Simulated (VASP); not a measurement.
# In3BiO3 (R3m) in VASP: further runs

Runs on In3BiO3. Level: PBE. Tasks: single point.

Everything below comes from runs of VASP 6.6.1. Logs are shortened: lines on timing, memory, paths and dates and some standing lists are left out, and cuts for length are marked.

### 1 The cell of the first run

The structure is trigonal, space group R3m (No. 160). Conventional cell: a = 8.010 Å, b = 8.010 Å, c = 7.806 Å, α = 90.00°, β = 90.00°, γ = 120.00°. In (site symmetry m) has 3 O at 2.17 Å and 1 Bi at 2.93 Å within 3.0 Å. Bi (site symmetry 3m) has 3 In at 2.93 Å and 3 O at 3.02 Å within 3.9 Å. O (site symmetry m) has 3 In at 2.17 Å within 2.9 Å.

### 2 Single point, PBE

File INCAR:

```
PREC     = Accurate       # precision mode
ENCUT    = 520            # plane-wave cutoff, eV
EDIFF    = 1E-6           # SCF threshold, eV
ISMEAR   = 0              # smearing method
SIGMA    = 0.02           # smearing width, eV
LREAL    = F              # projectors in reciprocal space
LASPH    = T              # aspherical terms in the spheres
NELM     = 100            # most SCF steps
ALGO     = Normal         # electronic algorithm
ISIF     = 2              # what is computed and relaxed
LWAVE    = F              # write WAVECAR
LCHARG   = F              # write CHGCAR
GGA      = PE             # functional
NBANDS   = 45             # bands
```

File KPOINTS:

```
Automatic mesh
0
Gamma
  6 6 6
```

File POSCAR:

```
In3BiO3
1.0
    4.0052239931      2.3124171506      2.6019213378
   -4.0052239931      2.3124171506      2.6019213378
    0.0000000000     -4.6248343012      2.6019213378
In Bi O
3 1 3
Direct
    0.8510158776      0.3630957244      0.3630957244
    0.3630957244      0.3630957244      0.8510158776
    0.3630957244      0.8510158776      0.3630957244
    0.9706711304      0.9706711304      0.9706711304
    0.6028763476      0.1863688479      0.6028763476
    0.6028763476      0.6028763476      0.1863688479
    0.1863688479      0.6028763476      0.6028763476
```

Potentials or basis: VASP PAW PBE potentials, release 64 (In_d, Bi_d, O).

The run is started by

```sh
$ cat potpaw_PBE.64/In_d/POTCAR potpaw_PBE.64/Bi_d/POTCAR potpaw_PBE.64/O/POTCAR > POTCAR
$ mpirun -np 1 vasp_std > vasp.out
```

OUTCAR:

```text
PREC = Accurate
   ENCUT = 520
   EDIFF = 1E-6
   ISMEAR = 0
   LREAL = F
   LASPH = T
   NELM = 100
   ISIF = 2
   GGA = PE

 ion  position               nearest neighbor table
   1  0.851  0.363  0.363-   6 2.17   5 2.17   7 2.17   4 2.93   2 3.48   2 3.48   3 3.48   3 3.48
                             3 3.91   2 3.91
   2  0.363  0.363  0.851-   5 2.17   7 2.17   6 2.17   4 2.93   3 3.48   1 3.48   1 3.48   3 3.48
                             1 3.91   3 3.91
   3  0.363  0.851  0.363-   6 2.17   7 2.17   5 2.17   4 2.93   2 3.48   2 3.48   1 3.48   1 3.48
                             1 3.91   2 3.91
   4  0.971  0.971  0.971-   1 2.93   3 2.93   2 2.93
   5  0.603  0.186  0.603-   2 2.17   1 2.17   3 2.17
   6  0.603  0.603  0.186-   1 2.17   3 2.17   2 2.17
   7  0.186  0.603  0.603-   2 2.17   3 2.17   1 2.17

  LATTYP: Found a trigonal (rhomboedric) cell.
 ALAT       =     5.3065136353
 COS(alpha) =    -0.1393706946

  Lattice vectors:

 A1 = (   4.0052239931,   2.3124171506,   2.6019213378)
 A2 = (  -4.0052239931,   2.3124171506,   2.6019213378)
 A3 = (   0.0000000000,  -4.6248343012,   2.6019213378)

Analysis of symmetry for initial positions (statically):
=====================================================================
 Subroutine PRICEL returns:
 Original cell was already a primitive cell.

 Routine SETGRP: Setting up the symmetry group for a
 trigonal (rhombohedral) supercell.

 Subroutine GETGRP returns: Found  6 space group operations
 (whereof  6 operations were pure point group operations)
 out of a pool of 12 trial point group operations.

The static configuration has the point symmetry C_3v.

Analysis of symmetry for dynamics (positions and initial velocities):
=====================================================================
 Subroutine PRICEL returns:
 Original cell was already a primitive cell.

 Routine SETGRP: Setting up the symmetry group for a
 trigonal (rhombohedral) supercell.

 Subroutine GETGRP returns: Found  6 space group operations
 (whereof  6 operations were pure point group operations)
 out of a pool of 12 trial point group operations.

The dynamic configuration has the point symmetry C_3v.

 Subroutine INISYM returns: Found  6 space group operations
 (whereof  6 operations are pure point group operations),
 and found     1 'primitive' translations

----------------------------------------------------------------------------------------

                                     Primitive cell
[... 100 lines left out ...]
   NELM   =    100;   NELMIN=  2; NELMDL= -5     # of ELM steps
   EDIFF  = 0.1E-05   stopping-criterion for ELM
   LREAL  =      F    real-space projection
   EDIFFG = 0.1E-04   stopping-criterion for IOM
   NSW    =      0    number of steps for IOM
   IBRION =     -1    ionic relax: 0-MD 1-quasi-New 2-CG
   NFREE  =      0    steps in history (QN), initial steepest desc. (CG)
   ISIF   =      2    stress and relaxation
   ISYM   =      2    0-nonsym 1-usesym 2-fastsym
   POTIM  = 0.5000    time-step for ionic-motion
   TEBEG  =    0.0;   TEEND  =   0.0 temperature during run
   PSTRESS=    0.0 pullay stress
   NELECT =      72.0000    total number of electrons
   NUPDOWN=      -1.0000    fix difference up-down
   EMIN   =  10.00;   EMAX   =-10.00  energy-range for DOS
   EFERMI =   0.00;   METHOD = LEGACY
   ISMEAR =     0;   SIGMA  =   0.02  broadening in eV -4-tet -1-fermi 0-gaus
   EFERMI_NEDOS =   21; number of points for ismear=-14 and -15
   IALGO  =     38    algorithm
   IMIX   =      4    mixing-type and parameters
     AMIX     =   0.40;   BMIX     =  1.00
     AMIX_MAG =   1.60;   BMIX_MAG =  1.00
  volume/ion in A,a.u.               =      20.66       139.39
  Fermi-wavevector in a.u.,A,eV,Ry     =   1.297596  2.452101 22.908886  1.683756
  Thomas-Fermi vector in A             =   2.428978
   LORBIT       =      0    0 simple, 1 ext, 2 COOP (PROOUT), +10 PAW based schemes
   GGA     = PE    functional components
   LHFCALC =     F    Hartree Fock is set to
   AEXX    =    0.0000 exact exchange contribution
   IVDW    =     0    specifies the selected vdW correction
   LEPSILON=     F    determine dielectric tensor
   LRPA    =     F    only Hartree local field effects (RPA)
 non-spin polarized calculation
 Gauss-broadening in eV      SIGMA  =   0.02
  energy-cutoff  :      520.00
  volume of cell :      144.59
 maximum number of plane-waves:      3915
   NGX = 19   NGY = 19   NGZ = 19

 number of electron      71.9999989 magnetization

 Free energy of the ion-electron system (eV)
  ---------------------------------------------------
  ext. energy  EPLUGINS =         0.00000000
  ---------------------------------------------------
  free energy    TOTEN  =       -33.41339269 eV

  energy without entropy =      -33.41339269  energy(sigma->0) =      -33.41339269

 E-fermi :   4.9934     XC(G=0):  -9.7058

 val. band max:        4.9111470339   @ k =   0.0000   0.0000   0.0000
 cond. band min:       5.2660203686   @ k =   0.0000   0.0000   0.0000
 fundamental gap:      0.3548733347
 Fermi energy:         4.9934410078

 k-point     1 :       0.0000    0.0000    0.0000
  band No.  band energies     occupation
      1     -16.7358      2.00000
      2     -16.7358      2.00000
      3     -16.7187      2.00000
      4     -16.7187      2.00000
      5     -16.7038      2.00000
      6     -12.9241      2.00000
[... 1141 lines left out ...]
     44      11.7572      0.00000
     45      12.3486      0.00000

 [... further k-points ...]
[... 5 lines left out ...]
  --------------------------------------------------------------------------------------
  -------------------------------------------------------------------------------------
  Total        0.1018948      0.1018948      0.1558905      0.0000000      0.0000000     -0.0000000
  in kB        1.1290782      1.1290782      1.7273961      0.0000000      0.0000000     -0.0000000
  external PRESSURE =       1.3285175 kB  Pullay stress =       0.0000000 kB

 VOLUME and BASIS-vectors are now :
 -----------------------------------------------------------------------------
  energy-cutoff  :      520.00
  volume of cell :      144.59
      direct lattice vectors                 reciprocal lattice vectors
     4.005223993  2.312417151  2.601921338     0.124836963  0.072074654  0.128110458
    -4.005223993  2.312417151  2.601921338    -0.124836963  0.072074654  0.128110458
     0.000000000 -4.624834301  2.601921338     0.000000000 -0.144149309  0.128110458

 POSITION                                       TOTAL-FORCE (eV/Angst)
 -----------------------------------------------------------------------------------
      1.95423      1.12827      4.10377         0.028373      0.016381     -0.027240
      0.00000     -2.25655      4.10377         0.000000     -0.032762     -0.027240
     -1.95423      1.12827      4.10377        -0.028373      0.016381     -0.027240
      0.00000      0.00000      7.57683         0.000000      0.000000     -0.005778
      1.66821     -0.96314      3.62219         0.005053     -0.002917      0.029166
      0.00000      1.92628      3.62219         0.000000      0.005835      0.029166
     -1.66821     -0.96314      3.62219        -0.005053     -0.002917      0.029166
 -----------------------------------------------------------------------------------
    total drift:                               -0.000000     -0.000000     -0.001746

  FREE ENERGIE OF THE ION-ELECTRON SYSTEM (eV)
  ---------------------------------------------------
  free  energy   TOTEN  =       -33.4133926873 eV

  energy  without entropy=      -33.4133926873  energy(sigma->0) =      -33.41339269
```

Run time: 6.2 min. Hardware: 1 thread of Oxide Virtual Turin-like, shared host; peak memory 0.31 GiB.

Results:

| Property | Result |
| --- | --- |
| Free energy | -33.4134 eV |
| Pressure | 0.1 GPa |
| Largest force | 0.043 eV/Å |
| Band gap on the k mesh | 0.35 eV |

Forces on the atoms (eV/Å):
```
In   0.028  0.016 -0.027
In   0.000 -0.033 -0.027
In  -0.028  0.016 -0.027
Bi   0.000  0.000 -0.006
O    0.005 -0.003  0.029
O    0.000  0.006  0.029
O   -0.005 -0.003  0.029
```

Levels at points of the mesh, in eV from the valence-band top:
| k point | band 33 | band 34 | band 35 | band 36 | band 37 | band 38 | band 39 | band 40 |
| --- | --- | --- | --- | --- | --- | --- | --- | --- |
| (0.00, 0.00, 0.00) | -2.47 | -0.77 | 0.00 | 0.00 | 0.35 | 2.79 | 2.79 | 4.39 |
| (0.50, 0.00, 0.00) | -2.04 | -1.82 | -0.37 | -0.19 | 2.16 | 3.40 | 3.59 | 4.40 |
| (0.50, 0.50, 0.00) | -2.14 | -0.94 | -0.65 | -0.29 | 2.04 | 3.60 | 3.60 | 4.21 |
| (0.50, 0.50, 0.50) | -2.17 | -0.83 | 0.00 | 0.00 | 1.30 | 1.30 | 3.66 | 4.25 |

Caveat: spin-orbit coupling is left out, which moves the levels of the heavy elements.

(Part 1 of 2 ends here.)
